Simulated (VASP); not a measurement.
# AlNi (Pm-3m) in VASP: settings compared, part 2 of 2

VASP 6.6.1. Earlier steps stand in the parts before.

## Step 3: Single point, PBE, collinear spin, ferromagnetic start

The input, INCAR:

```
ALGO = Normal ; EDIFF = 1E-6
ENCUT = 690 ; GGA = PE
GGA_COMPAT = F ; ISIF = 2
ISMEAR = -1 ; ISPIN = 2
LASPH = T ; LCHARG = F
LMAXMIX = 4 ; LORBIT = 11
LREAL = F ; LWAVE = F
MAGMOM = 2 0 ; NBANDS = 22
NELM = 200 ; NUPDOWN = 2.0
PREC = Accurate ; SIGMA = 0.05
```

The input, KPOINTS:

```
k-points
0
Gamma
  8 8 8
```

The input, POSCAR:

```
AlNi
1.0
    2.8810000000      0.0000000000      0.0000000000
    0.0000000000      2.8810000000      0.0000000000
    0.0000000000      0.0000000000      2.8810000000
Ni Al
1 1
Direct
    0.5000000000      0.5000000000      0.5000000000
    0.0000000000      0.0000000000      0.0000000000
```

Potentials or basis: VASP PAW PBE potentials, release 64 (Ni_sv_GW, Al).

Launch:

```console
> cat potpaw_PBE.64/Ni_sv_GW/POTCAR potpaw_PBE.64/Al/POTCAR > POTCAR
> mpirun -np 1 vasp_std > vasp.out
```

OUTCAR:

```text
EDIFF = 1E-6
   ENCUT = 690
   GGA = PE
   ISIF = 2
   ISMEAR = -1
   ISPIN = 2
   LASPH = T
   LORBIT = 11
   LREAL = F
   NELM = 200
   NUPDOWN = 2.0
   PREC = Accurate

 ion  position               nearest neighbor table
   1  0.500  0.500  0.500-   2 2.50   2 2.50   2 2.50   2 2.50   2 2.50   2 2.50   2 2.50   2 2.50

   2  0.000  0.000  0.000-   1 2.50   1 2.50   1 2.50   1 2.50   1 2.50   1 2.50   1 2.50   1 2.50

  LATTYP: Found a simple cubic cell.
 ALAT       =     2.8810000000

  Lattice vectors:

 A1 = (   2.8810000000,   0.0000000000,   0.0000000000)
 A2 = (   0.0000000000,   2.8810000000,   0.0000000000)
 A3 = (   0.0000000000,   0.0000000000,   2.8810000000)

Analysis of symmetry for initial positions (statically):
=====================================================================
 Subroutine PRICEL returns:
 Original cell was already a primitive cell.

 Routine SETGRP: Setting up the symmetry group for a
 simple cubic supercell.

 Subroutine GETGRP returns: Found 48 space group operations
 (whereof 48 operations were pure point group operations)
 out of a pool of 48 trial point group operations.

The static configuration has the point symmetry O_h .

Analysis of symmetry for dynamics (positions and initial velocities):
=====================================================================
 Subroutine PRICEL returns:
 Original cell was already a primitive cell.

 Routine SETGRP: Setting up the symmetry group for a
 simple cubic supercell.

 Subroutine GETGRP returns: Found 48 space group operations
 (whereof 48 operations were pure point group operations)
 out of a pool of 48 trial point group operations.

The dynamic configuration has the point symmetry O_h .

Analysis of structural, dynamic, and magnetic symmetry:
=====================================================================
 Subroutine PRICEL returns:
 Original cell was already a primitive cell.
[... 151 lines left out ...]
  ---------------------------------------------------
  free energy    TOTEN  =        -9.21750135 eV

  energy without entropy =       -9.20397684  energy(sigma->0) =       -9.21073909

 E-fermi :   7.5633     XC(G=0): -12.3503

 val. band max:       11.9654966324   @ k =   0.3750   0.2500   0.0000
 cond. band min:       7.6786552633   @ k =   0.3750   0.3750   0.2500
 fundamental gap:     -4.2868413691
 Fermi energy:        12.0106925342

 spin component 1

 k-point     1 :       0.0000    0.0000    0.0000
  band No.  band energies     occupation
      1     -95.6575      1.00000
      2     -56.0164      1.00000
      3     -56.0164      1.00000
      4     -56.0164      1.00000
      5      -2.1742      1.00000
      6       4.7006      1.00000
[... 589 lines left out ...]
     21      33.1057      0.00000
     22      35.3268      0.00000

 [... further k-points ...]

 spin component 2

 k-point     1 :       0.0000    0.0000    0.0000
  band No.  band energies     occupation
      1     -94.2525      1.00000
      2     -54.6444      1.00000
      3     -54.6444      1.00000
      4     -54.6444      1.00000
      5      -1.4536      1.00000
      6       6.1790      1.00000
[... 589 lines left out ...]
     21      33.7788      0.00000
     22      36.1516      0.00000

 [... further k-points ...]

------------------------ aborting loop because EDIFF is reached ----------------------------------------

  FORCE on cell =-STRESS in cart. coord.  units (eV):
  Direction    XX          YY          ZZ          XY          YZ          ZX
  --------------------------------------------------------------------------------------
  -------------------------------------------------------------------------------------
  Total        2.9735955      2.9735955      2.9735955     -0.0000000     -0.0000000      0.0000000
  in kB      199.2336554    199.2336554    199.2336554     -0.0000000     -0.0000000      0.0000000
  external PRESSURE =     199.2336554 kB  Pullay stress =       0.0000000 kB

 VOLUME and BASIS-vectors are now :
 -----------------------------------------------------------------------------
  energy-cutoff  :      690.00
  volume of cell :       23.91
      direct lattice vectors                 reciprocal lattice vectors
     2.881000000  0.000000000  0.000000000     0.347101701  0.000000000  0.000000000
     0.000000000  2.881000000  0.000000000     0.000000000  0.347101701  0.000000000
     0.000000000  0.000000000  2.881000000     0.000000000  0.000000000  0.347101701

 POSITION                                       TOTAL-FORCE (eV/Angst)
 -----------------------------------------------------------------------------------
      1.44050      1.44050      1.44050         0.000000      0.000000      0.000000
      0.00000      0.00000      0.00000         0.000000      0.000000      0.000000
 -----------------------------------------------------------------------------------
    total drift:                                0.000000      0.000000      0.000000

  FREE ENERGIE OF THE ION-ELECTRON SYSTEM (eV)
  ---------------------------------------------------
  free  energy   TOTEN  =        -9.2175013513 eV

  energy  without entropy=       -9.2039768374  energy(sigma->0) =       -9.21073909

 total charge

# of ion       s       p       d       f       tot
--------------------------------------------------
    1        2.268   6.343   7.759   0.002  16.371
    2        0.413   0.409   0.000   0.000   0.822
--------------------------------------------------
tot          2.680   6.752   7.759   0.002  17.193

 magnetization (x)

# of ion       s       p       d       f       tot
--------------------------------------------------
    1        0.066   0.125   1.097   0.001   1.289
    2        0.057   0.086   0.000   0.000   0.142
--------------------------------------------------
tot          0.123   0.211   1.097   0.001   1.431
```

OSZICAR:

```text
N       E                     dE             d eps       ncg     rms          rms(c)
DAV:   1     0.200820161733E+03    0.20082E+03   -0.14119E+04  5106   0.322E+03
DAV:   2    -0.643504107780E+01   -0.20726E+03   -0.19736E+03  5018   0.793E+02
DAV:   3    -0.162428526017E+02   -0.98078E+01   -0.97611E+01  5012   0.183E+02
DAV:   4    -0.164433129545E+02   -0.20046E+00   -0.20041E+00  4446   0.133E+01
DAV:   5    -0.164495764144E+02   -0.62635E-02   -0.62629E-02  4334   0.235E+00    0.255E+01
DAV:   6    -0.247474755413E+02   -0.82979E+01   -0.12379E+02  4404   0.669E+02    0.347E+01
DAV:   7    -0.919961257535E+01    0.15548E+02   -0.48422E+01  4130   0.351E+02    0.453E+00
DAV:   8    -0.923229929024E+01   -0.32687E-01   -0.11302E+00  5130   0.402E+01    0.186E+00
DAV:   9    -0.921823972752E+01    0.14060E-01   -0.40141E-02  5328   0.805E+00    0.654E-01
DAV:  10    -0.921748158554E+01    0.75814E-03   -0.30260E-03  4968   0.149E+00    0.373E-01
DAV:  11    -0.921749972680E+01   -0.18141E-04   -0.48060E-04  5212   0.124E+00    0.611E-02
DAV:  12    -0.921750625070E+01   -0.65239E-05   -0.46096E-05  4900   0.203E-01    0.290E-02
DAV:  13    -0.921750211703E+01    0.41337E-05   -0.80704E-06  4992   0.104E-01    0.144E-02
DAV:  14    -0.921750135129E+01    0.76573E-06   -0.57929E-06  4334   0.132E-01
   1 F= -.92175014E+01 E0= -.92107391E+01  d E =-.135245E-01  mag=     2.0000
```

Wall time 44 s (1 thread of AMD EPYC 9R45 (Zen 5), shared host); peak memory 0.19 GiB.

What came out:

| Property | Result |
| --- | --- |
| Free energy | -9.2175 eV |
| Pressure | 19.9 GPa |
| Net moment | 2.00 μB per cell |
| Site moments | Ni +1.29; Al +0.14 μB |
| Valence electrons inside the program's atomic spheres | Ni 16.37; Al 0.82 |

Caveat: the cell stands under pressure; the total moment is fixed, so each spin has its own Fermi level and the state may be an excited one.

## Step 4: Single point, PBE, collinear spin, ferromagnetic start

The input, INCAR:

```
SYSTEM = AlNi
PREC     = Accurate       ! precision mode
ENCUT    = 690            ! plane-wave cutoff, eV
EDIFF    = 1E-6           ! SCF threshold, eV
ISMEAR   = -1             ! smearing method
SIGMA    = 0.05           ! smearing width, eV
LREAL    = .False.        ! projectors in reciprocal space
LASPH    = .True.         ! aspherical terms in the spheres
NELM     = 200            ! most SCF steps
ALGO     = Normal         ! electronic algorithm
ISIF     = 2              ! what is computed and relaxed
LWAVE    = .False.        ! write WAVECAR
LCHARG   = .False.        ! write CHGCAR
ISPIN    = 2              ! spin polarisation
MAGMOM   = 0.5 0          ! initial moments
LORBIT   = 11             ! projections on sites
NUPDOWN  = 0.5            ! fixed moment
LMAXMIX  = 4              ! l up to which the mixer works
GGA      = PE             ! functional
NBANDS   = 22             ! bands
GGA_COMPAT= .False.
```

The input, KPOINTS:

```
regular mesh
0
Gamma
  8 8 8
  0 0 0
```

POSCAR is that of step 3.

Potentials or basis: VASP PAW PBE potentials, release 64 (Ni_sv_GW, Al).

Launch:

```console
> cat potpaw_PBE.64/Ni_sv_GW/POTCAR potpaw_PBE.64/Al/POTCAR > POTCAR
> mpirun -np 1 vasp_std > vasp.out
```

OUTCAR:

```text
SYSTEM = AlNi
   PREC = Accurate
   ENCUT = 690
   EDIFF = 1E-6
   ISMEAR = -1
   LREAL = .False.
   LASPH = .True.
   NELM = 200
   ISIF = 2
   ISPIN = 2
   LORBIT = 11
   NUPDOWN = 0.5
   GGA = PE

 ion  position               nearest neighbor table
   1  0.500  0.500  0.500-   2 2.50   2 2.50   2 2.50   2 2.50   2 2.50   2 2.50   2 2.50   2 2.50

   2  0.000  0.000  0.000-   1 2.50   1 2.50   1 2.50   1 2.50   1 2.50   1 2.50   1 2.50   1 2.50

  LATTYP: Found a simple cubic cell.
 ALAT       =     2.8810000000

  Lattice vectors:

 A1 = (   2.8810000000,   0.0000000000,   0.0000000000)
 A2 = (   0.0000000000,   2.8810000000,   0.0000000000)
 A3 = (   0.0000000000,   0.0000000000,   2.8810000000)

Analysis of symmetry for initial positions (statically):
=====================================================================
 Subroutine PRICEL returns:
 Original cell was already a primitive cell.

 Routine SETGRP: Setting up the symmetry group for a
 simple cubic supercell.

 Subroutine GETGRP returns: Found 48 space group operations
 (whereof 48 operations were pure point group operations)
 out of a pool of 48 trial point group operations.

The static configuration has the point symmetry O_h .

Analysis of symmetry for dynamics (positions and initial velocities):
=====================================================================
 Subroutine PRICEL returns:
 Original cell was already a primitive cell.

 Routine SETGRP: Setting up the symmetry group for a
 simple cubic supercell.

 Subroutine GETGRP returns: Found 48 space group operations
 (whereof 48 operations were pure point group operations)
 out of a pool of 48 trial point group operations.

The dynamic configuration has the point symmetry O_h .

Analysis of structural, dynamic, and magnetic symmetry:
=====================================================================
 Subroutine PRICEL returns:
 Original cell was already a primitive cell.
[... 151 lines left out ...]
  ---------------------------------------------------
  free energy    TOTEN  =       -11.36184264 eV

  energy without entropy =      -11.35329584  energy(sigma->0) =      -11.35756924

 E-fermi :   9.0365     XC(G=0): -12.3325

 val. band max:        9.9425211213   @ k =   0.2500   0.0000   0.0000
 cond. band min:       9.0836800046   @ k =   0.3750   0.0000   0.0000
 fundamental gap:     -0.8588411167
 Fermi energy:        10.1167299788

 spin component 1

 k-point     1 :       0.0000    0.0000    0.0000
  band No.  band energies     occupation
      1     -94.3286      1.00000
      2     -54.7205      1.00000
      3     -54.7205      1.00000
      4     -54.7205      1.00000
      5      -1.9084      1.00000
      6       5.7921      1.00000
[... 589 lines left out ...]
     21      33.2170      0.00000
     22      35.8454      0.00000

 [... further k-points ...]

 spin component 2

 k-point     1 :       0.0000    0.0000    0.0000
  band No.  band energies     occupation
      1     -93.8989      1.00000
      2     -54.3017      1.00000
      3     -54.3017      1.00000
      4     -54.3017      1.00000
      5      -1.7756      1.00000
      6       6.2338      1.00000
[... 589 lines left out ...]
     21      33.3407      0.00000
     22      36.0279      0.00000

 [... further k-points ...]

------------------------ aborting loop because EDIFF is reached ----------------------------------------

  FORCE on cell =-STRESS in cart. coord.  units (eV):
  Direction    XX          YY          ZZ          XY          YZ          ZX
  --------------------------------------------------------------------------------------
  -------------------------------------------------------------------------------------
  Total        0.2521332      0.2521332      0.2521332      0.0000000      0.0000000     -0.0000000
  in kB       16.8931575     16.8931575     16.8931575      0.0000000      0.0000000     -0.0000000
  external PRESSURE =      16.8931575 kB  Pullay stress =       0.0000000 kB

 VOLUME and BASIS-vectors are now :
 -----------------------------------------------------------------------------
  energy-cutoff  :      690.00
  volume of cell :       23.91
      direct lattice vectors                 reciprocal lattice vectors
     2.881000000  0.000000000  0.000000000     0.347101701  0.000000000  0.000000000
     0.000000000  2.881000000  0.000000000     0.000000000  0.347101701  0.000000000
     0.000000000  0.000000000  2.881000000     0.000000000  0.000000000  0.347101701

 POSITION                                       TOTAL-FORCE (eV/Angst)
 -----------------------------------------------------------------------------------
      1.44050      1.44050      1.44050         0.000000      0.000000      0.000000
      0.00000      0.00000      0.00000         0.000000      0.000000      0.000000
 -----------------------------------------------------------------------------------
    total drift:                                0.000000      0.000000      0.000000

  FREE ENERGIE OF THE ION-ELECTRON SYSTEM (eV)
  ---------------------------------------------------
  free  energy   TOTEN  =       -11.3618426428 eV

  energy  without entropy=      -11.3532958387  energy(sigma->0) =      -11.35756924

 total charge

# of ion       s       p       d       f       tot
--------------------------------------------------
    1        2.226   6.309   7.901   0.002  16.438
    2        0.383   0.417   0.000   0.000   0.800
--------------------------------------------------
tot          2.609   6.725   7.901   0.002  17.237

 magnetization (x)

# of ion       s       p       d       f       tot
--------------------------------------------------
    1        0.009   0.027   0.342   0.000   0.378
    2        0.005   0.024   0.000   0.000   0.029
--------------------------------------------------
tot          0.014   0.051   0.342   0.000   0.408
```

Wall time 40 s (1 thread of AMD EPYC 9R45 (Zen 5), shared host); peak memory 0.18 GiB.

Results:

- Free energy: -11.3618 eV
- Pressure: 1.7 GPa
- Net moment: 0.50 μB per cell
- Site moments: Ni +0.38; Al +0.03 μB
- Valence electrons inside the program's atomic spheres: Ni 16.44; Al 0.80

Caveat: the total moment is fixed, so each spin has its own Fermi level and the state may be an excited one.

## Step 5: Single point, PBEsol, collinear spin, ferromagnetic start

The input, INCAR:

```
SYSTEM = AlNi
  ALGO = Normal
  EDIFF = 1E-6
  ENCUT = 690
  GGA = PS
  GGA_COMPAT = .False.
  ISIF = 2
  ISMEAR = -1
  ISPIN = 2
  LASPH = .True.
  LCHARG = .True.
  LELF = .True.
  LMAXMIX = 4
  LORBIT = 11
  LREAL = .False.
  LVHAR = .True.
  LWAVE = .False.
  MAGMOM = 0.5 0
  NBANDS = 22
  NELM = 200
  NUPDOWN = 0.5
  PREC = Accurate
  SIGMA = 0.05
```

The input, KPOINTS:

```
k-points
0
Gamma
  8 8 8
  0 0 0
```

POSCAR is that of step 4.

Launch:

```console
> cat potpaw_PBE.64/Ni_sv_GW/POTCAR potpaw_PBE.64/Al/POTCAR > POTCAR
> mpirun -np 1 vasp_std > vasp.out
```

Wall time 33 s (1 thread of Intel Xeon 6975P-C (Granite Rapids), shared host); peak memory 0.21 GiB.

The run converged. Its results:

| Quantity | Value |
| --- | --- |
| Free energy | -12.3909 eV |
| Pressure | -3.1 GPa |
| Net moment | 0.50 μB per cell |
| Site moments | Ni +0.38; Al +0.03 μB |
| Valence electrons inside the program's atomic spheres | Ni 16.44; Al 0.80 |

Caveat: the cell stands under tension; the PAW data sets were made with another functional, which shifts forces and pressure a little; the total moment is fixed, so each spin has its own Fermi level and the state may be an excited one.

## Step 6: Summary

| level | fixed moment (μB) | pressure (GPa) | moment (μB) |
| --- | --- | --- | --- |
| PBEsol | 0.2 | -2.3 | 0.20 |
| PBE | 2.0 | 19.9 | 2.00 |
| PBE | 0.5 | 1.7 | 0.50 |
| PBEsol | 0.5 | -3.1 | 0.50 |

Alike in all rows: task single point; potentials or basis VASP PAW PBE potentials, release 64 (Ni_sv_GW, Al); spin collinear, ferromagnetic start; cell as given; k mesh 8 × 8 × 8; cutoff (eV) 690; smearing fermi-dirac 0.05 eV.

The pressure there spans -3.1 GPa (PBEsol) to 19.9 GPa (PBE); a positive pressure means that this level wants a larger cell, a negative one a smaller.

Caveats: the total moment is fixed, so each spin has its own Fermi level and the state may be an excited one; the PAW data sets were made with another functional, which shifts forces and pressure a little (at least some runs); the cell stands under pressure (at least some runs); the cell stands under tension (at least some runs).

Total energies depend on the potentials used, so only differences within one code and one set of settings carry meaning.
